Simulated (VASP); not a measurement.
# Li2Nb (Fd-3m) in VASP: notebook

The runs below take Li2Nb through single point, with PBE.

Program: VASP 6.6.1. These are calculated values, not measurements. Logs are shortened: lines on timing, memory, paths and dates and some standing lists are left out, and cuts for length are marked.

**1. The cell of the first run**

It takes space group Fd-3m (No. 227, cubic). Conventional cell: a = 7.148 Å, b = 7.148 Å, c = 7.148 Å, α = 90.00°, β = 90.00°, γ = 90.00°. Within 3.3 Å of Li (site symmetry -3m) lie 6 Li at 2.53 Å and 6 Nb at 2.96 Å. Within 3.9 Å of Nb (site symmetry -43m) lie 12 Li at 2.96 Å and 4 Nb at 3.10 Å.

**2. Single point, PBE, collinear spin, ferromagnetic start**

INCAR

```
SYSTEM = Li2Nb
PREC = Accurate
ENCUT = 520
EDIFF = 1E-6
ISMEAR = 0
SIGMA = 0.1
LREAL = .FALSE.
LASPH = .TRUE.
NELM = 150
ALGO = Normal
ISIF = 2
LWAVE = .FALSE.
LCHARG = .TRUE.
ISPIN = 2
MAGMOM = 0 0 0 0 0.73 0.73
LORBIT = 11
LMAXMIX = 4
GGA = PE
LELF = .TRUE.
LVHAR = .TRUE.
NBANDS = 32
```

KPOINTS

```
regular mesh
0
G
  10 10 10
  0 0 0
```

POSCAR

```
Li2Nb
1.0
    0.0000000000      3.5739190379      3.5739190379
    3.5739190379      0.0000000000      3.5739190379
    3.5739190379      3.5739190379      0.0000000000
Li Nb
4 2
Direct
    0.6250000000      0.1250000000      0.6250000000
    0.6250000000      0.6250000000      0.1250000000
    0.1250000000      0.6250000000      0.6250000000
    0.6250000000      0.6250000000      0.6250000000
    0.2500000000      0.2500000000      0.2500000000
    0.0000000000      0.0000000000      0.0000000000
```

Potentials or basis: VASP PAW PBE potentials, release 64 (Li_sv, Nb_sv).

On the command line:

```console
> cat potpaw_PBE.64/Li_sv/POTCAR potpaw_PBE.64/Nb_sv/POTCAR > POTCAR
> mpirun -np 1 vasp_std > vasp.out
```

OUTCAR:

```text
SYSTEM = Li2Nb
   PREC = Accurate
   ENCUT = 520
   EDIFF = 1E-6
   ISMEAR = 0
   LREAL = .FALSE.
   LASPH = .TRUE.
   NELM = 150
   ISIF = 2
   ISPIN = 2
   LORBIT = 11
   GGA = PE

 ion  position               nearest neighbor table
   1  0.625  0.125  0.625-   4 2.53   2 2.53   2 2.53   3 2.53   4 2.53   3 2.53
   2  0.625  0.625  0.125-   4 2.53   1 2.53   3 2.53   4 2.53   1 2.53   3 2.53
   3  0.125  0.625  0.625-   4 2.53   2 2.53   1 2.53   1 2.53   2 2.53   4 2.53
   4  0.625  0.625  0.625-   1 2.53   2 2.53   3 2.53   2 2.53   1 2.53   3 2.53
   5  0.250  0.250  0.250-
   6  0.000  0.000  0.000-

  LATTYP: Found a face centered cubic cell.
 ALAT       =     7.1478380758

  Lattice vectors:

 A1 = (   0.0000000000,   3.5739190379,   3.5739190379)
 A2 = (   3.5739190379,   0.0000000000,   3.5739190379)
 A3 = (   3.5739190379,   3.5739190379,   0.0000000000)

Analysis of symmetry for initial positions (statically):
=====================================================================
 Subroutine PRICEL returns:
 Original cell was already a primitive cell.

 Routine SETGRP: Setting up the symmetry group for a
 face centered cubic supercell.

 Subroutine GETGRP returns: Found 48 space group operations
 (whereof 24 operations were pure point group operations)
 out of a pool of 48 trial point group operations.

The static configuration has the point symmetry T_d .
 The point group associated with its full space group is O_h .

Analysis of symmetry for dynamics (positions and initial velocities):
=====================================================================
 Subroutine PRICEL returns:
 Original cell was already a primitive cell.

 Routine SETGRP: Setting up the symmetry group for a
 face centered cubic supercell.

 Subroutine GETGRP returns: Found 48 space group operations
 (whereof 24 operations were pure point group operations)
 out of a pool of 48 trial point group operations.

The dynamic configuration has the point symmetry T_d .
 The point group associated with its full space group is O_h .

Analysis of structural, dynamic, and magnetic symmetry:
=====================================================================
 Subroutine PRICEL returns:
 Original cell was already a primitive cell.

 Routine SETGRP: Setting up the symmetry group for a
 face centered cubic supercell.

 Subroutine GETGRP returns: Found 48 space group operations
 (whereof 24 operations were pure point group operations)
 out of a pool of 48 trial point group operations.

The overall configuration has the point symmetry T_d .
 The point group associated with its full space group is O_h .

 Subroutine INISYM returns: Found 48 space group operations
 (whereof 24 operations are pure point group operations),
 and found     1 'primitive' translations

----------------------------------------------------------------------------------------

                                     Primitive cell

  volume of cell :      91.2986

  direct lattice vectors                    reciprocal lattice vectors
     0.000000000  3.573919038  3.573919038    -0.139902442  0.139902442  0.139902442
     3.573919038  0.000000000  3.573919038     0.139902442 -0.139902442  0.139902442
     3.573919038  3.573919038  0.000000000     0.139902442  0.139902442 -0.139902442

  length of vectors
     5.054284774  5.054284774  5.054284774     0.242318137  0.242318137  0.242318137

  position of ions in fractional coordinates (direct lattice)
     0.625000000  0.125000000  0.625000000
     0.625000000  0.625000000  0.125000000
     0.125000000  0.625000000  0.625000000
     0.625000000  0.625000000  0.625000000
     0.250000000  0.250000000  0.250000000
     0.000000000  0.000000000  0.000000000

  ion indices of the primitive-cell ions
   primitive index   ion index
                 1           1
                 2           2
                 3           3
                 4           4
                 5           5
                 6           6

[... 50 lines left out ...]
  0.300000  0.300000  0.000000      6.000000
  0.400000  0.300000  0.000000     24.000000
 [... further k-points ...]
   k-points           NKPTS =     47   k-points in BZ     NKDIM =     47   number of bands    NBANDS=     32
   number of dos      NEDOS =    301   number of ions     NIONS =      6
   total plane-waves  NPLWV =  64000
   dimension x,y,z NGX =    40 NGY =   40 NGZ =   40
   dimension x,y,z NGXF=    80 NGYF=   80 NGZF=   80
   ions per type =               4   2
   NGX,Y,Z   is equivalent  to a cutoff of  13.16, 13.16, 13.16 a.u.
   NGXF,Y,Z  is equivalent  to a cutoff of  26.31, 26.31, 26.31 a.u.
 SYSTEM =  Li2Nb
   PREC   = accura    normal or accurate (medium, high low for compatibility)
   ISTART =      0    job   : 0-new  1-cont  2-samecut
   ICHARG =      2    charge: 1-file 2-atom 10-const
   ISPIN  =      2    spin polarized calculation?
   LNONCOLLINEAR =      F non collinear calculations
   LSORBIT =      F    spin-orbit coupling
   LASPH  =      T    aspherical Exc in radial PAW
   ENCUT  =  520.0 eV  38.22 Ry    6.18 a.u.   9.40  9.40  9.40*2*pi/ulx,y,z
   NELM   =    150;   NELMIN=  2; NELMDL= -5     # of ELM steps
   EDIFF  = 0.1E-05   stopping-criterion for ELM
   LREAL  =      F    real-space projection
   EDIFFG = 0.1E-04   stopping-criterion for IOM
   NSW    =      0    number of steps for IOM
   IBRION =     -1    ionic relax: 0-MD 1-quasi-New 2-CG
   NFREE  =      0    steps in history (QN), initial steepest desc. (CG)
   ISIF   =      2    stress and relaxation
   ISYM   =      2    0-nonsym 1-usesym 2-fastsym
   POTIM  = 0.5000    time-step for ionic-motion
   TEBEG  =    0.0;   TEEND  =   0.0 temperature during run
   PSTRESS=    0.0 pullay stress
   NELECT =      38.0000    total number of electrons
   NUPDOWN=      -1.0000    fix difference up-down
   EMIN   =  10.00;   EMAX   =-10.00  energy-range for DOS
   EFERMI =   0.00;   METHOD = LEGACY
   ISMEAR =     0;   SIGMA  =   0.10  broadening in eV -4-tet -1-fermi 0-gaus
   EFERMI_NEDOS =   21; number of points for ismear=-14 and -15
   IALGO  =     38    algorithm
   IMIX   =      4    mixing-type and parameters
     AMIX     =   0.40;   BMIX     =  1.00
     AMIX_MAG =   1.60;   BMIX_MAG =  1.00
  volume/ion in A,a.u.               =      15.22       102.69
  Fermi-wavevector in a.u.,A,eV,Ry     =   1.222310  2.309831 20.327668  1.494041
  Thomas-Fermi vector in A             =   2.357461
   LORBIT       =     11    0 simple, 1 ext, 2 COOP (PROOUT), +10 PAW based schemes
   GGA     = PE    functional components
   LHFCALC =     F    Hartree Fock is set to
   AEXX    =    0.0000 exact exchange contribution
   IVDW    =     0    specifies the selected vdW correction
   LEPSILON=     F    determine dielectric tensor
   LRPA    =     F    only Hartree local field effects (RPA)
 spin polarized calculation
 Gauss-broadening in eV      SIGMA  =   0.10
  energy-cutoff  :      520.00
  volume of cell :       91.30
 maximum number of plane-waves:      2481
 NGX is ok and might be reduce to    40
   NGX = 19   NGY = 19   NGZ = 19

 number of electron      37.9999972 magnetization       1.0633227

 Free energy of the ion-electron system (eV)
  ---------------------------------------------------
  ext. energy  EPLUGINS =         0.00000000
  ---------------------------------------------------
  free energy    TOTEN  =       -24.91946662 eV

  energy without entropy =      -24.88618279  energy(sigma->0) =      -24.90282470

 E-fermi :   5.2979     XC(G=0):  -9.9340

 val. band max:        5.2949905068   @ k =  -0.4000   0.2000   0.1000
 cond. band min:       5.3023619652   @ k =  -0.2000   0.1000   0.0000
 fundamental gap:      0.0073714583
 Fermi energy:         5.2978993181

 spin component 1

 k-point     1 :       0.0000    0.0000    0.0000
  band No.  band energies     occupation
      1     -49.3251      1.00000
      2     -49.2431      1.00000
      3     -39.9096      1.00000
      4     -39.8141      1.00000
      5     -39.8141      1.00000
      6     -39.8141      1.00000
[... 805 lines left out ...]
     30      13.7188      0.00000
     31      14.5263      0.00000

 [... further k-points ...]

 spin component 2

 k-point     1 :       0.0000    0.0000    0.0000
  band No.  band energies     occupation
      1     -49.1026      1.00000
      2     -49.0228      1.00000
      3     -39.9120      1.00000
      4     -39.8161      1.00000
      5     -39.8161      1.00000
      6     -39.8161      1.00000
[... 805 lines left out ...]
     30      13.7815      0.00000
     31      14.6140      0.00000

 [... further k-points ...]

 [bands above 31 left out]

------------------------ aborting loop because EDIFF is reached ----------------------------------------

  FORCE on cell =-STRESS in cart. coord.  units (eV):
  Direction    XX          YY          ZZ          XY          YZ          ZX
  --------------------------------------------------------------------------------------
  -------------------------------------------------------------------------------------
  Total       -0.0717660     -0.0717660     -0.0717660     -0.0000000     -0.0000000      0.0000000
  in kB       -1.2594042     -1.2594042     -1.2594042     -0.0000000     -0.0000000      0.0000000
  external PRESSURE =      -1.2594042 kB  Pullay stress =       0.0000000 kB

 VOLUME and BASIS-vectors are now :
 -----------------------------------------------------------------------------
  energy-cutoff  :      520.00
  volume of cell :       91.30
      direct lattice vectors                 reciprocal lattice vectors
     0.000000000  3.573919038  3.573919038    -0.139902442  0.139902442  0.139902442
     3.573919038  0.000000000  3.573919038     0.139902442 -0.139902442  0.139902442
     3.573919038  3.573919038  0.000000000     0.139902442  0.139902442 -0.139902442

 POSITION                                       TOTAL-FORCE (eV/Angst)
 -----------------------------------------------------------------------------------
      2.68044      4.46740      2.68044        -0.000000     -0.000000     -0.000000
      2.68044      2.68044      4.46740        -0.000000     -0.000000     -0.000000
      4.46740      2.68044      2.68044        -0.000000     -0.000000     -0.000000
      4.46740      4.46740      4.46740        -0.000000     -0.000000     -0.000000
      1.78696      1.78696      1.78696         0.000000      0.000000      0.000000
      0.00000      0.00000      0.00000        -0.000000     -0.000000     -0.000000
 -----------------------------------------------------------------------------------
    total drift:                               -0.000000     -0.000000      0.000000

  FREE ENERGIE OF THE ION-ELECTRON SYSTEM (eV)
  ---------------------------------------------------
  free  energy   TOTEN  =       -24.9194666150 eV

  energy  without entropy=      -24.8861827862  energy(sigma->0) =      -24.90282470

 total charge

# of ion       s       p       d       tot
------------------------------------------
    1        2.056   0.083   0.000   2.139
    2        2.056   0.083   0.000   2.139
    3        2.056   0.083   0.000   2.139
    4        2.056   0.083   0.000   2.139
    5        2.213   5.942   2.410  10.565
    6        2.213   5.942   2.410  10.565
--------------------------------------------------
tot         12.649  12.217   4.819  29.685

 magnetization (x)

# of ion       s       p       d       tot
------------------------------------------
    1        0.000  -0.001   0.000  -0.001
    2        0.000  -0.001   0.000  -0.001
    3        0.000  -0.001   0.000  -0.001
    4        0.000  -0.001   0.000  -0.001
    5        0.002   0.018   0.320   0.340
    6        0.002   0.018   0.320   0.340
--------------------------------------------------
tot          0.005   0.031   0.640   0.676
```

It took 4.7 min on 1 thread of Intel Xeon Platinum 8375C at 2.90GHz (Ice Lake), shared host; peak memory 0.4 GiB.

Results:

```
Free energy                                           : -24.9195 eV
Net moment                                            : 1.06 μB per cell
Site moments                                          : Li -0.00; Nb +0.34 μB
Valence electrons inside the program's atomic spheres : Li 2.14; Nb 10.56
```

Caveat: the cutoff is under 1.25 times the usual one of these potentials, so pressure, stress and relaxed cells hold a basis-set (Pulay) error.

**3. Single point, PBE**

This run uses another cell than the first one, of 14.17 Å³/atom, 0.931 times its volume.

INCAR

```
PREC = Accurate
ENCUT = 520
EDIFF = 1E-6
ISMEAR = 0
SIGMA = 0.1
LREAL = F
LASPH = T
NELM = 80
ALGO = Normal
ISIF = 2
LWAVE = F
LCHARG = T
GGA = PE
LELF = T
LVHAR = T
NBANDS = 28
```

KPOINTS

```
regular mesh
0
Gamma
  4 4 4
```

POSCAR

```
Li2Nb
1.0
    0.0000000000      3.4899203700      3.4899203700
    3.4899203700      0.0000000000      3.4899203700
    3.4899203700      3.4899203700      0.0000000000
Li Nb
4 2
Direct
    0.1250000000      0.6250000000      0.1250000000
    0.1250000000      0.1250000000      0.6250000000
    0.6250000000      0.1250000000      0.1250000000
    0.1250000000      0.1250000000      0.1250000000
    0.7500000000      0.7500000000      0.7500000000
    0.5000000000      0.5000000000      0.5000000000
```

Potentials or basis: VASP PAW PBE potentials, release 64 (Li_sv, Nb_sv).

On the command line:

```console
> cat potpaw_PBE.64/Li_sv/POTCAR potpaw_PBE.64/Nb_sv/POTCAR > POTCAR
> mpirun -np 1 vasp_std > vasp.out
```

Run time: 14 s. Hardware: 1 thread of Intel Xeon 6975P-C (Granite Rapids), shared host; peak memory 0.23 GiB.

Results (log left out):

```
Free energy            : -24.7336 eV
Band gap on the k mesh : zero (band 19 reaches 6.41 eV, above the bottom of band 20 at 5.45 eV)
```

Levels at points of the mesh, in eV from the Fermi level:
```tsv
k point	band 15	band 16	band 17	band 18	band 19	band 20	band 21	band 22	band 23	band 24
(0.00, 0.00, 0.00)	-1.49	-0.56	-0.56	-0.56	-0.46	-0.46	-0.46	0.82	3.03	3.03
(0.50, 0.00, 0.00)	-1.28	-1.28	-0.64	-0.64	-0.48	0.49	0.60	0.60	2.23	2.23
(0.50, 0.50, 0.00)	-2.01	-2.01	-0.38	-0.38	0.51	0.51	0.77	0.77	2.28	2.28
```

Caveat: the k points lie up to 0.39 Å⁻¹ apart; the cutoff is under 1.25 times the usual one of these potentials, so pressure, stress and relaxed cells hold a basis-set (Pulay) error.
